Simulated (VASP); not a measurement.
# Ta16C (a cell with a defect) in VASP: notebook

Ta16C (a cell with a defect) is run at these levels: PBE; tasks: single point.

Program: VASP 6.6.1. These are calculated values, not measurements. Logs are shortened: lines on timing, memory, paths and dates and some standing lists are left out, and cuts for length are marked.

**1. The cell of the first run**

The cell holds a defect, 17 atoms: a = 6.620 Å, b = 6.620 Å, c = 6.620 Å, α = 90.00°, β = 90.00°, γ = 90.00°.

**2. Single point, PBE**

INCAR reads:

```
ALGO = Normal
EDIFF = 1E-6
ENCUT = 520
GGA = PE
ISIF = 2
ISMEAR = -1
LASPH = T
LCHARG = F
LREAL = Auto
LWAVE = F
NBANDS = 104
NELM = 100
PREC = Accurate
SIGMA = 0.15
```

KPOINTS reads:

```
k-points
0
Gamma
  3 3 3
```

POSCAR reads:

```
Ta16C
1.0
    6.6200000000      0.0000000000      0.0000000000
    0.0000000000      6.6200000000      0.0000000000
    0.0000000000      0.0000000000      6.6200000000
Ta C
16 1
Direct
    0.0092384645     -0.0017770796      0.0002104655
    0.4917219006     -0.0017523122      0.0002184469
    0.0092599495      0.5157633749      0.0002112672
   -0.0117647946      0.0192175310      0.5002290645
    0.2504867874      0.2569592635      0.2511823173
    0.4917214934      0.5157640948      0.0002104434
    0.5127492588      0.0192167848      0.5002418501
    0.7504667742      0.2569521147      0.2421090924
   -0.0118490872      0.4946141209      0.5002311453
    0.2504989076      0.7568950853      0.2983896460
    0.2504996560      0.2569644593      0.7493155017
    0.5127906934      0.4946206591      0.5002337356
    0.7504863733      0.7569438085      0.2511777990
    0.7504860549      0.2569534770      0.7583288680
    0.2504628911      0.7568990747      0.7019247189
    0.7504689275      0.7569437139      0.7493233301
    0.2504649497      0.7570662294      0.0001650080
```

Potentials or basis: VASP PAW PBE potentials, release 64 (Ta_pv, C).

Started as:

```console
$ cat potpaw_PBE.64/Ta_pv/POTCAR potpaw_PBE.64/C/POTCAR > POTCAR
$ mpirun -np 1 vasp_std > vasp.out
```

OUTCAR:

```text
EDIFF = 1E-6
   ENCUT = 520
   GGA = PE
   ISIF = 2
   ISMEAR = -1
   LASPH = T
   LREAL = Auto
   NELM = 100
   PREC = Accurate

 ion  position               nearest neighbor table
   1  0.009  0.998  0.000-  17 2.26  11 2.87  16 2.87   5 2.87  13 2.87  14 2.90   8 2.90  10 3.00
                            15 3.00   3 3.19   2 3.19   4 3.32   4 3.32   2 3.43   3 3.43
   2  0.492  0.998  0.000-  17 2.26  11 2.87   5 2.87  16 2.87  13 2.87   8 2.90  14 2.90  10 3.00
                            15 3.00   1 3.19   6 3.19   7 3.32   7 3.32   6 3.43   1 3.43
   3  0.009  0.516  0.000-  17 2.26  16 2.87  13 2.87  11 2.87   5 2.87  14 2.90   8 2.90  10 3.00
                            15 3.00   1 3.19   6 3.19   9 3.32   9 3.32   6 3.43   1 3.43
   4  0.988  0.019  0.500-  15 2.79  10 2.80  14 2.81   8 2.81   5 2.87  13 2.87  11 2.87  16 2.87
                             9 3.15   7 3.15   1 3.32   1 3.32   7 3.47   9 3.47
   5  0.250  0.257  0.251-  12 2.87   4 2.87   9 2.87   7 2.87   2 2.87   1 2.87   3 2.87   6 2.87
                            11 3.30   8 3.31   8 3.31  11 3.32  10 3.32  10 3.33
   6  0.492  0.516  0.000-  17 2.26  16 2.87  13 2.87  11 2.87   5 2.87   8 2.90  14 2.90  10 3.00
                            15 3.00   3 3.19   2 3.19  12 3.32  12 3.32   2 3.43   3 3.43
   7  0.513  0.019  0.500-  15 2.80  10 2.80  14 2.81   8 2.81   5 2.87  11 2.87  13 2.87  16 2.87
                            12 3.15   4 3.15   2 3.32   2 3.32   4 3.47  12 3.47
   8  0.750  0.257  0.242-   9 2.81  12 2.81   7 2.81   4 2.81   2 2.90   1 2.90   6 2.90   3 2.90
                            14 3.20   5 3.31  13 3.31  13 3.31   5 3.31  14 3.42
   9  0.988  0.495  0.500-  15 2.80  10 2.80  14 2.81   8 2.81   5 2.87  13 2.87  11 2.87  16 2.87
                            12 3.15   4 3.15   3 3.32   3 3.32   4 3.47  12 3.47
  10  0.250  0.757  0.298-  17 1.97  15 2.67  12 2.80   7 2.80   4 2.80   9 2.80   6 3.00   3 3.00
                             2 3.00   1 3.00   5 3.32  13 3.32  13 3.32   5 3.33
  11  0.250  0.257  0.749-  12 2.87   7 2.87   9 2.87   4 2.87   2 2.87   1 2.87   6 2.87   3 2.87
                             5 3.30  14 3.31  14 3.31   5 3.32  15 3.32  15 3.33
  12  0.513  0.495  0.500-  15 2.80  10 2.80  14 2.81   8 2.81   5 2.87  11 2.87  13 2.87  16 2.87
                             9 3.15   7 3.15   6 3.32   6 3.32   7 3.47   9 3.47
  13  0.750  0.757  0.251-   9 2.87   4 2.87   7 2.87  12 2.87   6 2.87   3 2.87   1 2.87   2 2.87
                            16 3.30   8 3.31   8 3.31  16 3.32  10 3.32  10 3.32
  14  0.750  0.257  0.758-   9 2.81  12 2.81   7 2.81   4 2.81   2 2.90   1 2.90   6 2.90   3 2.90
                             8 3.20  11 3.31  16 3.31  16 3.31  11 3.31   8 3.42
  15  0.250  0.757  0.702-  17 1.97  10 2.67   4 2.79   7 2.80   9 2.80  12 2.80   3 3.00   6 3.00
                             1 3.00   2 3.00  11 3.32  16 3.32  16 3.32  11 3.33
  16  0.750  0.757  0.749-   7 2.87  12 2.87   9 2.87   4 2.87   6 2.87   3 2.87   1 2.87   2 2.87
                            13 3.30  14 3.31  14 3.31  13 3.32  15 3.32  15 3.32
  17  0.250  0.757  0.000-  10 1.97  15 1.97   1 2.26   2 2.26   3 2.26   6 2.26

  LATTYP: Found a simple cubic cell.
 ALAT       =     6.6200000000

  Lattice vectors:

 A1 = (   6.6200000000,   0.0000000000,   0.0000000000)
 A2 = (   0.0000000000,   6.6200000000,   0.0000000000)
 A3 = (   0.0000000000,   0.0000000000,   6.6200000000)

Analysis of symmetry for initial positions (statically):
=====================================================================
 Subroutine PRICEL returns:
 Original cell was already a primitive cell.

 Routine SETGRP: Setting up the symmetry group for a
 simple cubic supercell.

 Subroutine GETGRP returns: Found  1 space group operations
 (whereof  1 operations were pure point group operations)
 out of a pool of 48 trial point group operations.

The static configuration has the point symmetry C_1 .

Analysis of symmetry for dynamics (positions and initial velocities):
=====================================================================
 Subroutine PRICEL returns:
 Original cell was already a primitive cell.

 Routine SETGRP: Setting up the symmetry group for a
 simple cubic supercell.

 Subroutine GETGRP returns: Found  1 space group operations
 (whereof  1 operations were pure point group operations)
 out of a pool of 48 trial point group operations.

The dynamic configuration has the point symmetry C_1 .

 Subroutine INISYM returns: Found  1 space group operations
 (whereof  1 operations are pure point group operations),
 and found     1 'primitive' translations

----------------------------------------------------------------------------------------

                                     Primitive cell

  volume of cell :     290.1175

  direct lattice vectors                    reciprocal lattice vectors
     6.620000000  0.000000000  0.000000000     0.151057402  0.000000000  0.000000000
     0.000000000  6.620000000  0.000000000     0.000000000  0.151057402  0.000000000
     0.000000000  0.000000000  6.620000000     0.000000000  0.000000000  0.151057402
[... 70 lines left out ...]
            Coordinates               Weight
  0.000000  0.000000  0.000000      1.000000
  0.333333  0.000000  0.000000      2.000000
  0.000000  0.333333  0.000000      2.000000
  0.000000  0.000000  0.333333      2.000000
  0.333333  0.333333  0.000000      2.000000
  0.000000  0.333333  0.333333      2.000000
  0.333333  0.000000  0.333333      2.000000
 -0.333333  0.333333  0.000000      2.000000
 -0.333333  0.000000  0.333333      2.000000
  0.000000 -0.333333  0.333333      2.000000
  0.333333  0.333333  0.333333      2.000000
 -0.333333  0.333333  0.333333      2.000000
 -0.333333 -0.333333  0.333333      2.000000
  0.333333 -0.333333  0.333333      2.000000
   k-points           NKPTS =     14   k-points in BZ     NKDIM =     14   number of bands    NBANDS=    104
   number of dos      NEDOS =    301   number of ions     NIONS =     17
   total plane-waves  NPLWV = 125000
   dimension x,y,z NGX =    50 NGY =   50 NGZ =   50
   dimension x,y,z NGXF=   100 NGYF=  100 NGZF=  100
   ions per type =              16   1
   NGX,Y,Z   is equivalent  to a cutoff of  12.56, 12.56, 12.56 a.u.
   NGXF,Y,Z  is equivalent  to a cutoff of  25.11, 25.11, 25.11 a.u.
 SYSTEM =  unknown system
   PREC   = accura    normal or accurate (medium, high low for compatibility)
   ISTART =      0    job   : 0-new  1-cont  2-samecut
   ICHARG =      2    charge: 1-file 2-atom 10-const
   ISPIN  =      1    spin polarized calculation?
   LNONCOLLINEAR =      F non collinear calculations
   LSORBIT =      F    spin-orbit coupling
   LASPH  =      T    aspherical Exc in radial PAW
   ENCUT  =  520.0 eV  38.22 Ry    6.18 a.u.  12.31 12.31 12.31*2*pi/ulx,y,z
   NELM   =    100;   NELMIN=  2; NELMDL= -5     # of ELM steps
   EDIFF  = 0.1E-05   stopping-criterion for ELM
   LREAL  =      T    real-space projection
   EDIFFG = 0.1E-04   stopping-criterion for IOM
   NSW    =      0    number of steps for IOM
   IBRION =     -1    ionic relax: 0-MD 1-quasi-New 2-CG
   NFREE  =      0    steps in history (QN), initial steepest desc. (CG)
   ISIF   =      2    stress and relaxation
   ISYM   =      2    0-nonsym 1-usesym 2-fastsym
   POTIM  = 0.5000    time-step for ionic-motion
   TEBEG  =    0.0;   TEEND  =   0.0 temperature during run
   PSTRESS=    0.0 pullay stress
   NELECT =     180.0000    total number of electrons
   NUPDOWN=      -1.0000    fix difference up-down
   EMIN   =  10.00;   EMAX   =-10.00  energy-range for DOS
   EFERMI =   0.00;   METHOD = LEGACY
   ISMEAR =    -1;   SIGMA  =   0.15  broadening in eV -4-tet -1-fermi 0-gaus
   EFERMI_NEDOS =   21; number of points for ismear=-14 and -15
   IALGO  =     38    algorithm
   IMIX   =      4    mixing-type and parameters
     AMIX     =   0.40;   BMIX     =  1.00
     AMIX_MAG =   1.60;   BMIX_MAG =  1.00
  volume/ion in A,a.u.               =      17.07       115.17
  Fermi-wavevector in a.u.,A,eV,Ry     =   1.396286  2.638598 26.526112  1.949614
  Thomas-Fermi vector in A             =   2.519655
   LORBIT       =      0    0 simple, 1 ext, 2 COOP (PROOUT), +10 PAW based schemes
   GGA     = PE    functional components
   LHFCALC =     F    Hartree Fock is set to
   AEXX    =    0.0000 exact exchange contribution
   IVDW    =     0    specifies the selected vdW correction
   LEPSILON=     F    determine dielectric tensor
   LRPA    =     F    only Hartree local field effects (RPA)
 non-spin polarized calculation
  energy-cutoff  :      520.00
  volume of cell :      290.12
 maximum number of plane-waves:      7820
 NGX is ok and might be reduce to    50
   NGX = 25   NGY = 25   NGZ = 25

 number of electron     179.9999976 magnetization

 Free energy of the ion-electron system (eV)
  ---------------------------------------------------
  ext. energy  EPLUGINS =         0.00000000
  ---------------------------------------------------
  free energy    TOTEN  =      -198.99948393 eV

  energy without entropy =     -197.55950998  energy(sigma->0) =     -198.27949696

 E-fermi :   5.7202     XC(G=0): -12.6922

 val. band max:        5.7145496876   @ k =   0.0000   0.3333   0.0000
 cond. band min:       5.7300598881   @ k =   0.3333   0.0000   0.0000
 fundamental gap:      0.0155102005
 Fermi energy:         5.7202410700

 k-point     1 :       0.0000    0.0000    0.0000
  band No.  band energies     occupation
      1     -28.7585      2.00000
      2     -28.6056      2.00000
      3     -28.6000      2.00000
      4     -28.6000      2.00000
      5     -28.5560      2.00000
      6     -28.5560      2.00000
[... 1459 lines left out ...]
    101       8.4316      0.00000
    102       8.4737      0.00000
 [bands above 102 left out]

------------------------ aborting loop because EDIFF is reached ----------------------------------------

  FORCE on cell =-STRESS in cart. coord.  units (eV):
  Direction    XX          YY          ZZ          XY          YZ          ZX
  --------------------------------------------------------------------------------------
  -------------------------------------------------------------------------------------
  Total       10.8293655     10.8327736     27.2876615     -0.0010355     -0.0016642     -0.0006735
  in kB       59.8052937     59.8241147    150.6964193     -0.0057184     -0.0091904     -0.0037193
  external PRESSURE =      90.1086092 kB  Pullay stress =       0.0000000 kB

 VOLUME and BASIS-vectors are now :
 -----------------------------------------------------------------------------
  energy-cutoff  :      520.00
  volume of cell :      290.12
      direct lattice vectors                 reciprocal lattice vectors
     6.620000000  0.000000000  0.000000000     0.151057402  0.000000000  0.000000000
     0.000000000  6.620000000  0.000000000     0.000000000  0.151057402  0.000000000
     0.000000000  0.000000000  6.620000000     0.000000000  0.000000000  0.151057402

 POSITION                                       TOTAL-FORCE (eV/Angst)
 -----------------------------------------------------------------------------------
      0.06116      6.60824      0.00139        -0.012896      0.014411      0.000728
      3.25520      6.60840      0.00145         0.013014      0.010949      0.000582
      0.06130      3.41435      0.00140        -0.013801     -0.016613      0.000850
      6.54212      0.12722      3.31152        -0.005652      0.005006     -0.001225
      1.65822      1.70107      1.66283         0.000418      0.001028     -0.003873
      3.25520      3.41436      0.00139         0.012615     -0.014998      0.000685
[... 9 lines left out ...]
      4.96810      5.01097      4.96052         0.001371      0.002111     -0.001449
      1.65808      5.01178      0.00109        -0.004083     -0.006890     -0.001629
 -----------------------------------------------------------------------------------
    total drift:                               -0.000685      0.003646     -0.000547

  FREE ENERGIE OF THE ION-ELECTRON SYSTEM (eV)
  ---------------------------------------------------
  free  energy   TOTEN  =      -198.9994839328 eV

  energy  without entropy=     -197.5595099847  energy(sigma->0) =     -198.27949696
```

It took 11 min on 1 thread of AMD EPYC 9R45 (Zen 5), shared host; peak memory 0.48 GiB.

What came out:

```
Free energy            : -198.9995 eV
Pressure               : 9.0 GPa
Largest force          : 0.042 eV/Å
Band gap on the k mesh : zero (bands 90 and 91 overlap by 1.41 eV)
```

Forces in eV/Å, atoms in the order of the input:
```
Ta  -0.013  0.014  0.001
Ta   0.013  0.011  0.001
Ta  -0.014 -0.017  0.001
Ta  -0.006  0.005 -0.001
Ta   0.000  0.001 -0.004
Ta   0.013 -0.015  0.001
Ta   0.005  0.004 -0.001
Ta   0.002 -0.001 -0.005
Ta  -0.001 -0.001 -0.001
Ta  -0.001  0.002  0.042
Ta  -0.001  0.000 -0.001
Ta   0.004 -0.001  0.000
Ta   0.000  0.002 -0.003
Ta   0.000 -0.001  0.006
Ta   0.002  0.001 -0.032
Ta   0.001  0.002 -0.001
C   -0.004 -0.007 -0.002
```

Stress tensor (GPa, compression positive):
```
 5.98  0.00  0.00
 0.00  5.98  0.00
 0.00  0.00 15.07
```

Caveat: spin-orbit coupling is left out, which moves the levels of the heavy elements.

**3. Single point, PBE**

INCAR reads:

```
ALGO = Normal
EDIFF = 1E-7
ENCUT = 520
GGA = PE
ISIF = 2
ISMEAR = -1
LASPH = True
LCHARG = True
LELF = True
LREAL = Auto
LVHAR = True
LWAVE = False
NBANDS = 104
NELM = 100
PREC = Accurate
SIGMA = 0.15
```

KPOINTS is that of step 2.

POSCAR reads:

```
Ta16C
1.0
    6.6200000000      0.0000000000      0.0000000000
    0.0000000000      6.6200000000      0.0000000000
    0.0000000000      0.0000000000      6.6200000000
Ta C
16 1
Direct
    0.0014209512     -0.0084249696     -0.0000726894
    0.4839427400     -0.0083964082     -0.0000723423
    0.0014197089      0.5090769933     -0.0000733349
   -0.0197020110      0.0126623723      0.4999283255
    0.2426640615      0.2503321488      0.2508181143
    0.4839471896      0.5090464111     -0.0000727092
    0.5050110165      0.0127115908      0.4999280283
    0.7426695851      0.2503235138      0.2418703864
   -0.0197029445      0.4879841338      0.4999282726
    0.2426824105      0.7503222006      0.2981577983
    0.2426653284      0.2503325590      0.7490378513
    0.5050156554      0.4879447716      0.4999284120
    0.7426474119      0.7503239917      0.2507792862
    0.7426682288      0.2503231876      0.7579795910
    0.2426837615      0.7503239305      0.7017011477
    0.7426481437      0.7503245897      0.7490768269
    0.2426921124      0.7503188031     -0.0000710547
```

Potentials or basis: VASP PAW PBE potentials, release 64 (Ta_pv, C).

Started as:

```console
$ cat potpaw_PBE.64/Ta_pv/POTCAR potpaw_PBE.64/C/POTCAR > POTCAR
$ mpirun -np 1 vasp_std > vasp.out
```

It took 8.9 min on 1 thread of AMD EPYC 9R45 (Zen 5), shared host; peak memory 0.44 GiB.

It converged, with:

- Free energy: -198.9995 eV
- Pressure: 9.0 GPa
- Largest force: 0.040 eV/Å
- Band gap on the k mesh: zero (bands 90 and 91 overlap by 1.41 eV)

Forces in eV/Å, atoms in the order of the input:
```
Ta  -0.013  0.011  0.000
Ta   0.010  0.011  0.000
Ta  -0.013 -0.012  0.000
Ta   0.005 -0.003  0.000
Ta  -0.001  0.000  0.001
Ta   0.010 -0.010  0.000
Ta  -0.004 -0.006  0.000
Ta   0.001  0.000 -0.012
Ta   0.005  0.005  0.000
Ta   0.000  0.001  0.040
Ta  -0.001  0.000 -0.001
Ta  -0.004  0.006  0.000
Ta   0.001  0.000  0.004
Ta   0.001  0.000  0.012
Ta   0.000  0.001 -0.040
Ta   0.001  0.000 -0.004
C    0.002 -0.003  0.000
```

Stress tensor (GPa, compression positive):
```
 5.98  0.00  0.00
 0.00  5.98  0.00
 0.00  0.00 15.07
```

Levels at points of the mesh, in eV from the Fermi level:
```tsv
k point	band 86	band 87	band 88	band 89	band 90	band 91	band 92	band 93	band 94	band 95
(0.00, 0.00, 0.00)	0.55	0.69	0.69	0.94	0.98	0.98	0.98	0.98	1.14	1.14
```

Caveat: spin-orbit coupling is left out, which moves the levels of the heavy elements.
